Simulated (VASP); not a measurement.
Input of a VASP 6.6.1 run:

INCAR

```
SYSTEM = Cd
PREC     = Accurate       ! precision mode
ENCUT    = 520            ! plane-wave cutoff, eV
EDIFF    = 1E-7           ! SCF threshold, eV
ISMEAR   = -1             ! smearing method
SIGMA    = 0.05           ! smearing width, eV
LREAL    = .False.        ! projectors in reciprocal space
LASPH    = .True.         ! aspherical terms in the spheres
NELM     = 100            ! most SCF steps
ALGO     = Normal         ! electronic algorithm
ISIF     = 2              ! what is computed and relaxed
LWAVE    = .False.        ! write WAVECAR
LCHARG   = .False.        ! write CHGCAR
LDIPOL   = .True.       
IDIPOL   = 3            
DIPOL    = 0.5 0.5 0.500
GGA      = PE             ! functional
NBANDS   = 25             ! bands
```

KPOINTS

```
regular mesh
0
Gamma
  10 10 1
  0 0 0
```

File POSCAR:

```
Cd
1.0
    3.6039047669      0.0000000000      0.0000000000
    0.0000000000      3.6039047669      0.0000000000
    0.0000000000      0.0000000000     16.6934000000
Cd
3
Direct
    0.0000000000      0.0000000000      0.3893766621
    0.5000000000      0.5000000000      0.5000000750
    0.0000000000      0.0000000000      0.6106233379
```

Potentials or basis: VASP PAW PBE potentials, release 64 (Cd).

The run is started by

```console
$ cat potpaw_PBE.64/Cd/POTCAR > POTCAR
$ mpirun -np 1 vasp_std > vasp.out
```

(1) Predict the band gap on the k mesh.

(2) Estimate the largest force.

## Answers

(1) zero (band 18 reaches -1.64 eV, above the bottom of band 19 at -2.64 eV).

(2) 0.016 eV/Å.
